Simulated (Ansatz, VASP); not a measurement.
## GaP: VASP beside Ansatz

Contents of POSCAR:

```
GaP
1.0
    0.0000000000      2.7252500000      2.7252500000
    2.7252500000      0.0000000000      2.7252500000
    2.7252500000      2.7252500000      0.0000000000
Ga P
1 1
Direct
    0.0000000000      0.0000000000      0.0000000000
    0.2500000000      0.2500000000      0.2500000000
```

INCAR.step1

```
ALGO = Normal
EDIFF = 1E-4
ENCUT = 520
GGA = PE
ISMEAR = -1
LASPH = T
LCHARG = F
LREAL = F
LWAVE = T
NBANDS = 16
NELM = 100
PREC = Accurate
SIGMA = 0.1
```

Contents of INCAR.step2:

```
ALGO = Normal
EDIFF = 1E-6
ENCUT = 520
ISIF = 2
ISMEAR = -1
ISTART = 1
LASPH = T
LCHARG = F
LMIXTAU = T
LREAL = F
LWAVE = F
METAGGA = R2SCAN
NBANDS = 16
NELM = 100
PREC = Accurate
SIGMA = 0.1
```

KPOINTS

```
k-points
0
Gamma
  6 6 6
```

Input for Ansatz:

```yaml
crystal:
  lattice:
    - [0.0, 2.72525, 2.72525]
    - [2.72525, 0.0, 2.72525]
    - [2.72525, 2.72525, 0.0]
  atoms:
    - { symbol: Ga, position: [0.0, 0.0, 0.0] }
    - { symbol: P, position: [0.25, 0.25, 0.25] }
basis:
  ecutwfc: 600.0
kpoints:
  mp_grid:
    grid: [6, 6, 6]
hamiltonian:
  xc: r2scan
scf:
  occupations:
    method: fermi_dirac
output:
  stress: true
```

Alike in both runs: task single point; functional r2SCAN; k mesh 6 × 6 × 6; no spin polarisation.

```csv
,VASP,Ansatz
version,VASP 6.6.1,Ansatz 0.2.0
potentials or method,"VASP PAW PBE potentials, release 64 (Ga_d, P), cutoff 520 eV","plane waves, PAW"
occupations,"fermi-dirac, width 0.1 eV",fermi-dirac
valence electrons in the cell,18,18
```

```csv
,VASP,Ansatz,Ansatz less VASP
pressure (GPa),0.0,0.1,+0.05
```

VASP's potentials were made for PBE, not for r2SCAN.
